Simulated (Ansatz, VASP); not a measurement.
**Two plane-wave programs on W**

Contents of INCAR:

```
ALGO = Fast
EDIFF = 1E-7
ENCUT = 520
GGA = CA
ISIF = 2
ISMEAR = 0
LASPH = T
LCHARG = T
LELF = T
LREAL = F
LVHAR = T
LWAVE = F
NBANDS = 13
NELM = 100
PREC = Accurate
SIGMA = 0.15
```

The input KPOINTS:

```
k-points
0
Gamma
  22 22 22
```

File POSCAR:

```
W
1.0
    0.0000000000      1.9934961602      2.0987527575
    1.9934961602      0.0000000000      2.0987527575
    1.9934961602      1.9934961602      0.0000000000
W
1
Direct
    0.0000000000      0.0000000000      0.0000000000
```

Input for Ansatz:

```yaml
crystal:
  lattice:
    - [0.0, 1.9934961602, 2.0987527575]
    - [1.9934961602, 0.0, 2.0987527575]
    - [1.9934961602, 1.9934961602, 0.0]
  atoms:
    - { symbol: W, position: [0.0, 0.0, 0.0] }
basis:
  ecutwfc: 420
kpoints:
  mp_grid: { grid: [22, 22, 22] }
hamiltonian:
  xc: lda
  pseudopotentials: { kind: paw, azcp: { folder: soft_1 } }
scf:
  occupations: { method: gaussian, width: 0.15 }
output:
  forces: true
  stress: true
  eigenvalues: true
  write_density: true
  write_potential: true
  elf: true
  volumetric_format: npy
```

Alike in both runs: task single point; functional LDA; k mesh 22 × 22 × 22; occupations gaussian, width 0.15 eV; no spin polarisation.

|  | VASP | Ansatz |
| --- | --- | --- |
| version | VASP 6.6.1 | Ansatz 0.2.0 |
| potentials or method | VASP PAW LDA potentials, release 64 (W_sv), cutoff 520 eV | scalar-relativistic, plane waves, PAW |
| valence electrons in the cell | 14 | 14 |

```tsv
	VASP	Ansatz	Ansatz less VASP
gap on the k mesh at the Fermi level (eV)	none	none	-
pressure (GPa)	-15.8	-17.1	-1.35
traceless stress, the component that is largest in VASP (GPa)	7.11	7.16	+0.050
```

Ansatz warns that its potentials were made for another functional, while VASP's fit it. LDA's correlation is that of Perdew and Zunger in VASP and of Perdew and Wang (1992) in Ansatz. A gap of «none» marks a metal or a gap that the smearing closes.

Spin-orbit coupling is off throughout.
